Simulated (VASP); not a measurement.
**Si4Cl: single point with PBE+D3(BJ)**

Si4Cl, a slab with vacuum:

```
Si Cl
1.0
     7.66719    0.00000    0.00000
     0.00000    5.42152    0.00000
     0.00000    0.00000   23.44421
Si Cl
16 4
Direct
  0.25000 0.00000 0.41348
  0.75000 0.00000 0.41348
  0.50000 0.25000 0.41348
  0.00000 0.25000 0.41348
  0.50000 0.50000 0.49524
  0.00000 0.50000 0.49524
  0.75000 0.75000 0.49524
  0.25000 0.75000 0.49524
  0.75000 0.00913 0.57501
  0.25000 0.00913 0.57501
  0.00000 0.24087 0.57501
  0.50000 0.24087 0.57501
  0.00000 0.51577 0.64860
  0.50000 0.51577 0.64860
  0.25000 0.73423 0.64860
  0.75000 0.73423 0.64860
  0.25000 0.85737 0.33233
  0.75000 0.85737 0.33233
  0.50000 0.39263 0.33233
  0.00000 0.39263 0.33233
```

```yaml
Program: VASP 6.6.1
Task: single point
Functional: PBE
Dispersion: D3(BJ)
Potentials_or_basis: VASP PAW PBE potentials, release 64 (Si, Cl)
Cutoff: 520 eV
k_mesh: 2 × 3 × 1
Occupations: gaussian, width 0.05 eV
Spin: no spin polarisation
```

The largest force is 0.546 eV/Å, the band gap on the k mesh is zero (bands 46 and 47 overlap by 0.13 eV) and the dispersion energy per atom is -0.252 eV.

Forces on the atoms (eV/Å):
```
Si   0.000  0.536  0.106
Si   0.000  0.536  0.106
Si   0.000 -0.536  0.106
Si   0.000 -0.536  0.106
Si   0.000  0.380 -0.149
Si   0.000  0.380 -0.149
Si   0.000 -0.380 -0.149
Si   0.000 -0.380 -0.149
Si   0.000 -0.003 -0.005
Si   0.000 -0.003 -0.005
Si   0.000  0.003 -0.005
Si   0.000  0.003 -0.005
Si   0.000  0.006  0.002
Si   0.000  0.006  0.002
Si   0.000 -0.006  0.002
Si   0.000 -0.006  0.002
Cl   0.000  0.023  0.046
Cl   0.000  0.023  0.046
Cl   0.000 -0.023  0.046
Cl   0.000 -0.023  0.046
```

Levels at points of the mesh, in eV from the Fermi level:
```
           k point  band 42  band 43  band 44  band 45  band 46  band 47  band 48  band 49  band 50  band 51
(0.00, 0.00, 0.00)    -1.37    -0.77    -0.29    -0.29    -0.11    -0.10     0.80     1.03     1.68     1.68
(0.50, 0.00, 0.00)    -1.46    -1.32    -1.32    -0.62    -0.62     0.88     0.88     1.69     1.69     1.85
```

Run time: 7.7 min on 1 thread of Intel(R) Xeon(R) Platinum 8559C (Emerald Rapids), with other jobs on the host, peak memory 0.84 GiB.

Caveat: the k points lie up to 0.41 Å⁻¹ apart.
